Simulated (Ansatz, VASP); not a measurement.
AgCl in VASP and in Ansatz

```
Ag Cl
1.0
     0.00000    2.66222    2.99500
     2.66222    0.00000    2.99500
     2.66222    2.66222    0.00000
Ag Cl
1 1
Direct
  0.50000 0.50000 0.50000
  0.00000 0.00000 0.00000
```

Change from the starting cell: strain -0.040 along x and y, +0.080 along z, atoms carried along.

Alike in both runs: task single point; functional r2SCAN; k mesh 8 × 8 × 8; occupations gaussian, width 0.05 eV; no spin polarisation.

|  | VASP | Ansatz |
| --- | --- | --- |
| version | VASP 6.6.1 | Ansatz 0.2.0 |
| potentials or method | VASP PAW PBE potentials, release 64 (Ag, Cl), cutoff 550 eV | scalar-relativistic, plane waves, PAW |
| valence electrons in the cell | 18 | 26 |

|  | VASP | Ansatz | Ansatz less VASP |
| --- | --- | --- | --- |
| gap on the k mesh at the Fermi level (eV) | 1.09 | 1.14 | +0.051 |
| least direct gap on the mesh (eV) | 3.78 | 3.83 | +0.044 |
| pressure (GPa) | 1.5 | 1.5 | +0.07 |
| traceless stress, the component that is largest in VASP (GPa) | -2.71 | -2.75 | -0.032 |

VASP's potentials were made for PBE, not for r2SCAN. With one functional, cell and mesh, what is left measures potentials, basis and numerics. VASP's potentials hold 18 valence electrons a cell and Ansatz's 26, so a difference there can come from the potentials and not from the codes.
